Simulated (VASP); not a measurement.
Runs of VASP 6.6.1 on CdSe. The structure is that of space group Fm-3m (No. 225), or close to it. The cells are those of the table. 

```csv
task,level,potentials or basis,spin,cell,k mesh,cutoff (eV),grid for exact exchange (PRECFOCK),share of exact exchange,screening parameter,gap on the mesh (eV),pressure (GPa),relaxed volume (Å³/atom)
relaxation of cell and atoms,PBEsol,"VASP PAW PBE potentials, release 64 (Cd, Se)",off,"relaxed from a = 4.057 Å, angles 60.0°, 2 atoms",8 × 8 × 8,600,-,-,-,none,0.0,(a)
single point,PBE,"VASP PAW PBE potentials, release 64 (Cd, Se)",off,"a = 4.021 Å, angles 60.0°, 2 atoms",8 × 8 × 8,520,-,-,-,none,2.1,-
relaxation of cell and atoms,LDA,"VASP PAW LDA potentials, release 64 (Cd, Se)",off,"relaxed from a = 4.057 Å, angles 60.0°, 2 atoms",8 × 8 × 8,600,-,-,-,none,0.0,(b)
single point,LDA,"VASP PAW LDA potentials, release 64 (Cd, Se)",off,"a = 3.936 Å, angles 60.0°, 2 atoms",8 × 8 × 8,520,-,-,-,none,0.6,-
single point,HSE06,"VASP PAW PBE potentials, release 64 (Cd, Se)",off,"a = 4.021 Å, angles 60.0°, 2 atoms",6 × 6 × 6,520,Normal,0.25,0.2079 1/Å,0.38,0.3,-
single point,LDA,"VASP PAW LDA potentials, release 64 (Cd, Se)",off,"a = 4.021 Å, angles 60.0°, 2 atoms",8 × 8 × 8,520,-,-,-,none,-3.8,-
single point,PBEsol,"VASP PAW PBE potentials, release 64 (Cd, Se)",off,"a = 3.980 Å, angles 60.0°, 2 atoms",8 × 8 × 8,520,-,-,-,none,0.5,-
single point,PBE,"VASP PAW PBE potentials, release 64 (Cd, Se)","non-collinear, zero start, SOC","a = 4.021 Å, angles 60.0°, 2 atoms",8 × 8 × 8,520,-,-,-,-,2.1,-
```

Alike in all rows: smearing fermi-dirac 0.02 eV.

Task: Fill in the values left out.

Result: (a) 22.40; (b) 21.71.

Caveats: semilocal functionals underestimate gaps, so a narrow gap can read as zero (at least some runs); the PAW data sets were made with another functional, which shifts forces and pressure a little (at least some runs); the cell stands under tension (at least some runs).

A k mesh can miss the band edges, and rows without SOC leave out spin-orbit coupling on Cd, Se.

A gap of «none» marks levels without a gap at the run's occupations.
